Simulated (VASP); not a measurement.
Wanted: the native input for a VASP 6.6.1 run.

```yaml
Task: G0W0 quasiparticle levels
Functional: PBE
Potentials_or_basis: VASP PAW PBE potentials, release 64 (C_GW)
Cutoff: 500 eV
k_mesh: 2 × 2 × 2
Occupations: gaussian, width 0.01 eV
Spin: no spin polarisation
Dipole_correction: no
GW_scheme: G0W0
GW_iterations: 1
Cutoff_of_the_response_function: 200
Frequency_points: 48
Empty_bands: 218
Further_INCAR_settings: ALGO = EVGW0; EDIFF = 1e-08; NBANDS = 222
```

The system is C.

```
C
1.0
     0.00000    1.78350    1.78350
     1.78350    0.00000    1.78350
     1.78350    1.78350    0.00000
C
2
Direct
  0.00000 0.00000 0.00000
  0.25000 0.25000 0.25000
```

One way to write it, as run:

POSCAR

```
C
1.0
    0.0000000000      1.7835000000      1.7835000000
    1.7835000000      0.0000000000      1.7835000000
    1.7835000000      1.7835000000      0.0000000000
C
2
Direct
    0.0000000000      0.0000000000      0.0000000000
    0.2500000000      0.2500000000      0.2500000000
```

INCAR.step1

```
SYSTEM = C
ALGO = Normal ; EDIFF = 1E-8
ENCUT = 500 ; GGA = PE
ISMEAR = 0 ; LASPH = .TRUE.
LCHARG = .FALSE. ; LREAL = .FALSE.
LWAVE = .TRUE. ; NELM = 80
PREC = Accurate ; SIGMA = 0.01
```

INCAR.step2

```
SYSTEM = C
ALGO = Exact ; EDIFF = 1E-8
ENCUT = 500 ; GGA = PE
ISMEAR = 0 ; ISTART = 1
LASPH = .TRUE. ; LCHARG = .FALSE.
LOPTICS = .TRUE. ; LREAL = .FALSE.
LWAVE = .TRUE. ; NBANDS = 222
NELM = 1 ; PREC = Accurate
SIGMA = 0.01
```

INCAR.step3

```
SYSTEM = C
ALGO = EVGW0 ; EDIFF = 1E-8
ENCUT = 500 ; ENCUTGW = 200
GGA = PE ; ISMEAR = 0
ISTART = 1 ; LASPH = .TRUE.
LCHARG = .FALSE. ; LREAL = .FALSE.
LWAVE = .FALSE. ; NBANDS = 222
NBANDSGW = 12 ; NELMGW = 1
NOMEGA = 48 ; PREC = Accurate
PRECFOCK = Fast ; SIGMA = 0.01
```

KPOINTS

```
k-points
0
G
  2 2 2
  0 0 0
```

Potentials or basis: VASP PAW PBE potentials, release 64 (C_GW).

Command:

```console
$ cat potpaw_PBE.64/C_GW/POTCAR > POTCAR
$ cp INCAR.step1 INCAR
$ mpirun -np 1 vasp_std > vasp.out
$ cp INCAR.step2 INCAR
$ mpirun -np 1 vasp_std > vasp.out
$ cp INCAR.step3 INCAR
$ mpirun -np 1 vasp_std > vasp.out
```

Results of the run:

```yaml
Band_gap_on_the_k_mesh_mean-field_level: 4.56 eV, indirect (least direct gap 5.50 eV)
Quasiparticle_gap: 5.41 eV
Least_direct_quasiparticle_gap: 7.02 eV
```

Caveat: the k points lie up to 1.53 Å⁻¹ apart; bands, screening cutoff and mesh are small and nothing is extrapolated, so the quasiparticle values aren't converged.

It took 16 s on 1 thread of AMD EPYC 7R13, on a shared host, peak memory 0.1 GiB.
